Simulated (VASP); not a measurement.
Write the native input for VASP 6.6.1 that does the following.

```
Task                   : relaxation of cell and atoms
Functional             : r2SCAN
Potentials or basis    : VASP PAW PBE potentials, release 64 (Ga_d, In_d, P)
Cutoff                 : 600 eV
k mesh                 : 6 × 6 × 2
Occupations            : fermi-dirac, width 0.02 eV
Spin                   : no spin polarisation
Dipole correction      : no
Further INCAR settings : ALGO = Normal; EDIFF = 1e-06; IBRION = 2; EDIFFG = -0.005; NSW = 80; ISIF = 3
```

The system is In2GaP3.

```xyz
6
Lattice="4.1072 0.0000 0.0000 -2.0536 3.5570 0.0000 0.0000 0.0000 10.0914" Properties=species:S:1:pos:R:3 pbc="T T T"
Ga    0.0000    0.0000    0.0085
In    2.0536    1.1857    6.7962
In    0.0000    2.3713    3.3060
P     2.0536    1.1857    9.3772
P     0.0000    2.3713    5.8731
P     0.0000    0.0000    2.3905
```

One way to write it, as run:

POSCAR

```
In2GaP3
1.0
    4.1072204890      0.0000000000      0.0000000000
   -2.0536102445      3.5569572824      0.0000000000
    0.0000000000      0.0000000000     10.0914461257
Ga In P
1 2 3
Direct
    0.0000000000      0.0000000000      0.0008415831
    0.6666666667      0.3333333333      0.6734585782
    0.3333333333      0.6666666667      0.3276036497
    0.6666666667      0.3333333333      0.9292247873
    0.3333333333      0.6666666667      0.5819913810
    0.0000000000      0.0000000000      0.2368800208
```

INCAR.step1

```
PREC = Accurate ; ENCUT = 600
ISMEAR = -1 ; SIGMA = 0.02
LREAL = False ; LASPH = True
NELM = 80 ; GGA = PE
ALGO = Normal ; EDIFF = 1E-4
LWAVE = True ; LCHARG = False
```

INCAR.step2

```
PREC = Accurate ; ENCUT = 600
EDIFF = 1E-6 ; ISMEAR = -1
SIGMA = 0.02 ; LREAL = False
LASPH = True ; NELM = 80
ALGO = Normal ; ISIF = 3
LWAVE = False ; LCHARG = False
METAGGA = R2SCAN ; LMIXTAU = True
IBRION = 2 ; NSW = 80
EDIFFG = -0.005 ; ISTART = 1
```

KPOINTS

```
regular mesh
0
Gamma
  6 6 2
```

Potentials or basis: VASP PAW PBE potentials, release 64 (Ga_d, In_d, P).

Command:

```console
$ cat potpaw_PBE.64/Ga_d/POTCAR potpaw_PBE.64/In_d/POTCAR potpaw_PBE.64/P/POTCAR > POTCAR
$ cp INCAR.step1 INCAR
$ mpirun -np 1 vasp_std > vasp.out
$ cp INCAR.step2 INCAR
$ mpirun -np 1 vasp_std > vasp.out
```

Results of the run:

The relaxed volume is 23.89 Å³/atom and the relaxed cell is a = 4.070 Å, b = 4.070 Å, c = 9.992 Å, α = 90.00°, β = 90.00°, γ = 120.00°. The space group after relaxing (to 0.05 Å) is P3m1 (No. 156), the energy gained by relaxing is 4.4 meV/atom and the ionic steps are 13. The pressure after relaxing is 0.0 GPa and the band gap on the k mesh is 0.95 eV, direct.

Caveat: the PAW data sets were made with another functional, which shifts forces and pressure a little; spin-orbit coupling is left out, which moves the levels of the heavy elements.

Wall time 34 min on 1 thread of Intel(R) Xeon(R) 6975P-C (Granite Rapids) (shared host), peak memory 0.41 GiB.
